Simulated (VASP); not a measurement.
# Os (P6_3/mmc) in VASP: single point with LDA

Aim: the single point of Os with LDA.

Everything below comes from runs of VASP 6.6.1. Logs are shortened: lines on timing, memory, paths and dates and some standing lists are left out, and cuts for length are marked.

## (1) The cell of the first run

Symmetry: P6_3/mmc, No. 194, hexagonal system. Conventional cell: a = 2.707 Å, b = 2.707 Å, c = 4.273 Å, α = 90.00°, β = 90.00°, γ = 120.00°. Os (site symmetry -6m2) has 12 Os at 2.65 to 2.71 Å within 3.5 Å.

## (2) Single point, LDA

The input, INCAR:

```
  PREC = Accurate
  ENCUT = 520
  EDIFF = 1E-6
  ISMEAR = -1
  SIGMA = 0.05
  LREAL = F
  LASPH = T
  NELM = 100
  ALGO = Normal
  ISIF = 2
  LWAVE = F
  LCHARG = F
  GGA = CA
  NBANDS = 15
```

The input, KPOINTS:

```
regular mesh
0
Gamma
  20 20 11
```

The input, POSCAR:

```
Os
1.0
    2.7074055884      0.0000000000      0.0000000000
   -1.3537027942      2.3446820179      0.0000000000
    0.0000000000      0.0000000000      4.2728127259
Os
2
Direct
    0.3333333333      0.6666666667      0.2500000000
    0.6666666667      0.3333333333      0.7500000000
```

Potentials or basis: VASP PAW LDA potentials, release 64 (Os).

On the command line:

```sh
> cat potpaw_LDA.64/Os/POTCAR > POTCAR
> mpirun -np 1 vasp_std > vasp.out
```

OUTCAR:

```text
PREC = Accurate
   ENCUT = 520
   EDIFF = 1E-6
   ISMEAR = -1
   LREAL = F
   LASPH = T
   NELM = 100
   ISIF = 2
   GGA = CA

 ion  position               nearest neighbor table
   1  0.333  0.667  0.250-   2 2.65   2 2.65   2 2.65   2 2.65   2 2.65   2 2.65
   2  0.667  0.333  0.750-   1 2.65   1 2.65   1 2.65   1 2.65   1 2.65   1 2.65

  LATTYP: Found a hexagonal cell.
 ALAT       =     2.7074055884
 C/A-ratio  =     1.5781945432

  Lattice vectors:

 A1 = (   2.7074055884,   0.0000000000,   0.0000000000)
 A2 = (  -1.3537027942,   2.3446820179,   0.0000000000)
 A3 = (   0.0000000000,   0.0000000000,   4.2728127259)

Analysis of symmetry for initial positions (statically):
=====================================================================
 Subroutine PRICEL returns:
 Original cell was already a primitive cell.

 Routine SETGRP: Setting up the symmetry group for a
 hexagonal supercell.

 Subroutine GETGRP returns: Found 24 space group operations
 (whereof 12 operations were pure point group operations)
 out of a pool of 24 trial point group operations.

The static configuration has the point symmetry D_3d.
 The point group associated with its full space group is D_6h.

Analysis of symmetry for dynamics (positions and initial velocities):
=====================================================================
 Subroutine PRICEL returns:
 Original cell was already a primitive cell.

 Routine SETGRP: Setting up the symmetry group for a
 hexagonal supercell.

 Subroutine GETGRP returns: Found 24 space group operations
 (whereof 12 operations were pure point group operations)
 out of a pool of 24 trial point group operations.

The dynamic configuration has the point symmetry D_3d.
 The point group associated with its full space group is D_6h.

 Subroutine INISYM returns: Found 24 space group operations
 (whereof 12 operations are pure point group operations),
 and found     1 'primitive' translations

----------------------------------------------------------------------------------------

                                     Primitive cell

  volume of cell :      27.1238

  direct lattice vectors                    reciprocal lattice vectors
     2.707405588  0.000000000  0.000000000     0.369357293  0.213248533  0.000000000
    -1.353702794  2.344682018  0.000000000     0.000000000  0.426497065  0.000000000
     0.000000000  0.000000000  4.272812726     0.000000000  0.000000000  0.234037873

  length of vectors
     2.707405588  2.707405588  4.272812726     0.426497065  0.426497065  0.234037873

  position of ions in fractional coordinates (direct lattice)
     0.333333333  0.666666667  0.250000000
     0.666666667  0.333333333  0.750000000

  ion indices of the primitive-cell ions
   primitive index   ion index
                 1           1
                 2           2

----------------------------------------------------------------------------------------

 KPOINTS: regular mesh

Automatic generation of k-mesh.
 Grid dimensions read from file:
 generate k-points for:   20   20   11

 Generating k-lattice:

  Cartesian coordinates                     Fractional coordinates (reciprocal lattice)
     0.018467865  0.010662427  0.000000000     0.050000000  0.000000000  0.000000000
     0.000000000  0.021324853  0.000000000     0.000000000  0.050000000  0.000000000
     0.000000000  0.000000000  0.021276170     0.000000000  0.000000000  0.090909091

  Length of vectors
     0.021324853  0.021324853  0.021276170

  Shift w.r.t. Gamma in fractional coordinates (k-lattice)
     0.000000000  0.000000000  0.000000000

 Subroutine IBZKPT returns following result:
 ===========================================

 Found    264 irreducible k-points:

 Following reciprocal coordinates:
            Coordinates               Weight
  0.000000  0.000000  0.000000      1.000000
  0.050000 -0.000000  0.000000      6.000000
  0.100000 -0.000000  0.000000      6.000000
  0.150000 -0.000000  0.000000      6.000000
  0.200000 -0.000000  0.000000      6.000000
  0.250000 -0.000000  0.000000      6.000000
[... 16 lines left out ...]
  0.200000  0.100000  0.000000     12.000000
  0.250000  0.100000  0.000000     12.000000
 [... further k-points ...]
   k-points           NKPTS =    264   k-points in BZ     NKDIM =    264   number of bands    NBANDS=     15
   number of dos      NEDOS =    301   number of ions     NIONS =      2
   total plane-waves  NPLWV =  12800
   dimension x,y,z NGX =    20 NGY =   20 NGZ =   32
   dimension x,y,z NGXF=    40 NGYF=   40 NGZF=   64
   ions per type =               2
   NGX,Y,Z   is equivalent  to a cutoff of  12.28, 12.28, 12.45 a.u.
   NGXF,Y,Z  is equivalent  to a cutoff of  24.56, 24.56, 24.90 a.u.
 SYSTEM =  unknown system
   PREC   = accura    normal or accurate (medium, high low for compatibility)
   ISTART =      0    job   : 0-new  1-cont  2-samecut
   ICHARG =      2    charge: 1-file 2-atom 10-const
   ISPIN  =      1    spin polarized calculation?
   LNONCOLLINEAR =      F non collinear calculations
   LSORBIT =      F    spin-orbit coupling
   LASPH  =      T    aspherical Exc in radial PAW
   ENCUT  =  520.0 eV  38.22 Ry    6.18 a.u.   5.03  5.03  7.94*2*pi/ulx,y,z
   NELM   =    100;   NELMIN=  2; NELMDL= -5     # of ELM steps
   EDIFF  = 0.1E-05   stopping-criterion for ELM
   LREAL  =      F    real-space projection
   EDIFFG = 0.1E-04   stopping-criterion for IOM
   NSW    =      0    number of steps for IOM
   IBRION =     -1    ionic relax: 0-MD 1-quasi-New 2-CG
   NFREE  =      0    steps in history (QN), initial steepest desc. (CG)
   ISIF   =      2    stress and relaxation
   ISYM   =      2    0-nonsym 1-usesym 2-fastsym
   POTIM  = 0.5000    time-step for ionic-motion
   TEBEG  =    0.0;   TEEND  =   0.0 temperature during run
   PSTRESS=    0.0 pullay stress
   NELECT =      16.0000    total number of electrons
   NUPDOWN=      -1.0000    fix difference up-down
   EMIN   =  10.00;   EMAX   =-10.00  energy-range for DOS
   EFERMI =   0.00;   METHOD = LEGACY
   ISMEAR =    -1;   SIGMA  =   0.05  broadening in eV -4-tet -1-fermi 0-gaus
   EFERMI_NEDOS =   21; number of points for ismear=-14 and -15
   IALGO  =     38    algorithm
   IMIX   =      4    mixing-type and parameters
     AMIX     =   0.40;   BMIX     =  1.00
     AMIX_MAG =   1.60;   BMIX_MAG =  1.00
  volume/ion in A,a.u.               =      13.56        91.52
  Fermi-wavevector in a.u.,A,eV,Ry     =   1.372981  2.594557 25.648018  1.885076
  Thomas-Fermi vector in A             =   2.498539
   LORBIT       =      0    0 simple, 1 ext, 2 COOP (PROOUT), +10 PAW based schemes
   GGA     = CA    functional components
   LHFCALC =     F    Hartree Fock is set to
   AEXX    =    0.0000 exact exchange contribution
   IVDW    =     0    specifies the selected vdW correction
   LEPSILON=     F    determine dielectric tensor
   LRPA    =     F    only Hartree local field effects (RPA)
 non-spin polarized calculation
  energy-cutoff  :      520.00
  volume of cell :       27.12
 maximum number of plane-waves:       750
   NGX = 11   NGY = 11   NGZ = 15

 number of electron      15.9999998 magnetization

 Free energy of the ion-electron system (eV)
  ---------------------------------------------------
  ext. energy  EPLUGINS =         0.00000000
  ---------------------------------------------------
  free energy    TOTEN  =       -25.30529721 eV

  energy without entropy =      -25.29534584  energy(sigma->0) =      -25.30032153

 E-fermi :   9.9256     XC(G=0): -14.3552

 val. band max:        9.9168575929   @ k =   0.4000   0.0500   0.3636
 cond. band min:       9.9300631787   @ k =   0.5000  -0.0000   0.3636
 fundamental gap:      0.0132055859
 Fermi energy:         9.9256145043

 k-point     1 :       0.0000    0.0000    0.0000
  band No.  band energies     occupation
      1      -1.2718      2.00000
      2       1.8123      2.00000
      3       6.6567      2.00000
      4       6.6567      2.00000
      5       6.9384      2.00000
      6       7.5431      2.00000
      7       7.5431      2.00000
      8       8.2207      2.00000
      9       8.2207      2.00000
     10      10.0429      0.17484
     11      11.6321      0.00000
     12      11.6321      0.00000
     13      19.3425      0.00000
     14      23.9728      0.00000
     15      26.7408      0.00000

 k-point     2 :       0.0500   -0.0000    0.0000
  band No.  band energies     occupation
      1      -1.1662      2.00000
      2       1.9064      2.00000
      3       6.4015      2.00000
      4       6.7500      2.00000
      5       7.1648      2.00000
      6       7.4780      2.00000
      7       7.6303      2.00000
      8       8.0973      2.00000
      9       8.1432      2.00000
     10       9.4673      1.99979
     11      11.6876      0.00000
     12      12.3574      0.00000
     13      19.3382      0.00000
     14      24.1963      0.00000
     15      26.8803      0.00000

 k-point     3 :       0.1000   -0.0000    0.0000
  band No.  band energies     occupation
      1      -0.8567      2.00000
      2       2.1737      2.00000
      3       6.0117      2.00000
      4       7.0268      2.00000
      5       7.2712      2.00000
      6       7.5296      2.00000
      7       7.6210      2.00000
      8       7.8890      2.00000
      9       7.9336      2.00000
     10       8.7747      2.00000
     11      11.8327      0.00000
     12      13.6104      0.00000
     13      19.3084      0.00000
     14      24.8228      0.00000
     15      27.2596      0.00000
[... 343 lines left out ...]
 k-point    23 :       0.2000    0.1000    0.0000
  band No.  band energies     occupation
      1       1.2284      2.00000
      2       3.4209      2.00000
      3       4.9285      2.00000
      4       4.9939      2.00000
      5       6.6301      2.00000
      6       6.7225      2.00000
      7       8.0210      2.00000
      8       8.7753      2.00000
      9       9.2678      2.00000
     10      10.1677      0.01565
     11      12.2944      0.00000
     12      18.2565      0.00000
     13      18.8498      0.00000
     14      24.3133      0.00000
     15      25.6273      0.00000

 k-point    24 :       0.2500    0.1000    0.0000
  band No.  band energies     occupation
      1       1.8985      2.00000
      2       3.3388      2.00000
      3       4.3576      2.00000
      4       5.1356      2.00000
      5       6.4130      2.00000
      6       6.8744      2.00000
      7       7.7655      2.00000
      8       9.3803      1.99996
      9      10.1138      0.04533
     10      11.0687      0.00000
     11      12.3948      0.00000
     12      18.7364      0.00000
     13      19.5566      0.00000
     14      22.4074      0.00000
     15      24.2981      0.00000

 [... further k-points ...]
[... 5 lines left out ...]
  --------------------------------------------------------------------------------------
  -------------------------------------------------------------------------------------
  Total        0.9590342      0.9590342      0.9926127      0.0000000      0.0000000      0.0000000
  in kB       56.6491669     56.6491669     58.6326183      0.0000000      0.0000000      0.0000000
  external PRESSURE =      57.3103173 kB  Pullay stress =       0.0000000 kB

 VOLUME and BASIS-vectors are now :
 -----------------------------------------------------------------------------
  energy-cutoff  :      520.00
  volume of cell :       27.12
      direct lattice vectors                 reciprocal lattice vectors
     2.707405588  0.000000000  0.000000000     0.369357293  0.213248533  0.000000000
    -1.353702794  2.344682018  0.000000000     0.000000000  0.426497065  0.000000000
     0.000000000  0.000000000  4.272812726     0.000000000  0.000000000  0.234037873

 POSITION                                       TOTAL-FORCE (eV/Angst)
 -----------------------------------------------------------------------------------
     -0.00000      1.56312      1.06820         0.000000      0.000000      0.000000
      1.35370      0.78156      3.20461        -0.000000     -0.000000      0.000000
 -----------------------------------------------------------------------------------
    total drift:                                0.000000     -0.000000     -0.000000

  FREE ENERGIE OF THE ION-ELECTRON SYSTEM (eV)
  ---------------------------------------------------
  free  energy   TOTEN  =       -25.3052972145 eV

  energy  without entropy=      -25.2953458390  energy(sigma->0) =      -25.30032153
```

Wall time 86 s (1 thread of Intel Xeon 8259CL, shared host); peak memory 0.2 GiB.

Results:

| Quantity | Value |
| --- | --- |
| Free energy | -25.3053 eV |
| Pressure | 5.7 GPa |
| Band gap on the k mesh | zero (bands 8 and 9 overlap by 4.15 eV) |

Levels at points of the mesh, in eV from the Fermi level:
| k point | band 4 | band 5 | band 6 | band 7 | band 8 | band 9 | band 10 | band 11 | band 12 | band 13 |
| --- | --- | --- | --- | --- | --- | --- | --- | --- | --- | --- |
| (0.00, 0.00, 0.00) | -3.27 | -2.99 | -2.38 | -2.38 | -1.70 | -1.70 | 0.12 | 1.71 | 1.71 | 9.42 |
| (0.50, 0.00, 0.00) | -3.78 | -2.97 | -2.70 | -2.00 | 2.07 | 2.67 | 2.82 | 4.59 | 5.93 | 9.61 |

Caveat: the cell stands under pressure; spin-orbit coupling is left out, which moves the levels of the heavy elements.
